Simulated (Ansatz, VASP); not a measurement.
## Two plane-wave programs on TaGe3Ru

Contents of INCAR:

```
PREC = Accurate
ENCUT = 520
EDIFF = 1E-6
ISMEAR = 0
SIGMA = 0.1
LREAL = F
LASPH = T
NELM = 150
ALGO = Normal
ISIF = 2
LWAVE = F
LCHARG = F
ISPIN = 2
MAGMOM = 0 0 0 0 1
LORBIT = 11
LMAXMIX = 4
GGA = PE
NBANDS = 46
```

Contents of KPOINTS:

```
Automatic mesh
0
Gamma
  4 4 4
```

POSCAR

```
TaGe3Ru
1.0
    4.9046261073      0.0000000000      0.0000000000
    0.0000000000      4.9046261073      0.0000000000
    0.0000000000      0.0000000000      4.9046261073
Ta Ge Ru
1 3 1
Direct
    0.0000000000      0.0000000000      0.0000000000
    0.5000000000      0.0000000000      0.0000000000
    0.0000000000      0.5000000000      0.0000000000
    0.0000000000      0.0000000000      0.5000000000
    0.5000000000      0.5000000000      0.5000000000
```

Input for Ansatz:

```yaml
crystal:
  lattice:
    - [4.9046261073, 0.0, 0.0]
    - [0.0, 4.9046261073, 0.0]
    - [0.0, 0.0, 4.9046261073]
  atoms:
    - { symbol: Ta, position: [0.0, 0.0, 0.0] }
    - { symbol: Ge, position: [0.5, 0.0, 0.0] }
    - { symbol: Ge, position: [0.0, 0.5, 0.0] }
    - { symbol: Ge, position: [0.0, 0.0, 0.5] }
    - { symbol: Ru, position: [0.5, 0.5, 0.5], spin: 1.0 }
basis:
  ecutwfc: 420
kpoints:
  mp_grid: { grid: [4, 4, 4] }
hamiltonian:
  xc: pbe
scf:
  occupations: { method: gaussian, width: 0.1 }
  lower_state_search: "off"
output:
  forces: true
  stress: true
  eigenvalues: true
  populations: true
magnetization:
  spin_polarized: true
```

Change from the starting cell: species swapped into the Sm3SnN type (Pm-3m, No. 221).

Alike in both runs: task single point; functional PBE; k mesh 4 × 4 × 4; occupations gaussian, width 0.1 eV; collinear spin.

|  | VASP | Ansatz |
| --- | --- | --- |
| version | VASP 6.6.1 | Ansatz 0.2.0 |
| potentials or method | VASP PAW PBE potentials, release 64 (Ta_pv, Ge_d, Ru_pv), cutoff 520 eV | scalar-relativistic, plane waves, PAW |
| valence electrons in the cell | 67 | 71 |

```tsv
	VASP	Ansatz	Ansatz less VASP
gap on the k mesh at the Fermi level (eV)	none	none	-
pressure (GPa)	1.9	1.9	-0.03
net moment per atom (μB)	0.63	0.63	+0.002
size of the moment on the site where the two differ most (μB)	2.37	2.53	+0.154
```

Site moments also hang on the region over which each program counts them. A gap of «none» marks a metal or a gap that the smearing closes. With one functional, cell and mesh, what is left measures potentials, basis and numerics. VASP's potentials hold 67 valence electrons a cell and Ansatz's 71, so a difference there can come from the potentials and not from the codes.

Spin-orbit coupling is off throughout.
